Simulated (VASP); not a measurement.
Runs of VASP 6.6.1 on HgTe. The structure is that of space group F-43m (No. 216), or close to it. The cells are those of the table. 

```csv
level,cell,gap on the mesh (eV),pressure (GPa)
r2SCAN,"a = 4.678 Å, angles 60.0°, 2 atoms",none,-0.7
r2SCAN,"a = 4.690 Å, angles 60.0°, 2 atoms",none,(b)
r2SCAN,"a = 4.584 Å, angles 60.0°, 2 atoms",none,1.9
r2SCAN,"a = 4.647 Å, angles 60.0°, 2 atoms",none,(a)
RPBE,"a = 4.647 Å, angles 60.0°, 2 atoms",none,3.0
```

Alike in all rows: task single point; potentials or basis VASP PAW PBE potentials, release 64 (Hg, Te); no spin polarisation; k mesh 10 × 10 × 10; cutoff (eV) 520; smearing gaussian 0.05 eV.

Q: Estimate the missing entries.

A: (a) 0.1; (b) -1.0.

Caveats: semilocal functionals underestimate gaps, so a narrow gap can read as zero; the PAW data sets were made with another functional, which shifts forces and pressure a little; spin-orbit coupling is left out, which moves the levels of the heavy elements.

A k mesh can miss the band edges, and the runs leave out spin-orbit coupling on Hg, Te.

A gap of «none» marks levels without a gap at the run's occupations.
